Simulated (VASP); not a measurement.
Input of a VASP 6.6.1 run:

The input POSCAR:

```
Ag
1.0
    0.0000000000      2.0427500000      2.0427500000
    2.0427500000      0.0000000000      2.0427500000
    2.0427500000      2.0427500000      0.0000000000
Ag
1
Direct
    0.0000000000      0.0000000000      0.0000000000
```

The input INCAR.step1:

```
  PREC = Accurate
  ENCUT = 520
  ISMEAR = -1
  SIGMA = 0.05
  LREAL = F
  LASPH = T
  NELM = 60
  NBANDS = 12
  GGA = PE
  ALGO = Normal
  EDIFF = 1E-4
  LWAVE = T
  LCHARG = F
```

INCAR.step2

```
  PREC = Accurate
  ENCUT = 520
  EDIFF = 1E-6
  ISMEAR = -1
  SIGMA = 0.05
  LREAL = F
  LASPH = T
  NELM = 60
  ALGO = Normal
  ISIF = 2
  LWAVE = F
  LCHARG = F
  METAGGA = R2SCAN
  LMIXTAU = T
  NBANDS = 12
  ISTART = 1
```

The input KPOINTS:

```
Automatic mesh
0
Gamma
  6 6 6
```

Potentials or basis: VASP PAW PBE potentials, release 64 (Ag).

Command:

```sh
$ cat potpaw_PBE.64/Ag/POTCAR > POTCAR
$ cp INCAR.step1 INCAR
$ mpirun -np 1 vasp_std > vasp.out
$ cp INCAR.step2 INCAR
$ mpirun -np 1 vasp_std > vasp.out
```

(1) Predict the pressure.

## Answers

(1) 2.4 GPa.

Caveat: the k points lie up to 0.44 Å⁻¹ apart; the PAW data sets were made with another functional, which shifts forces and pressure a little.
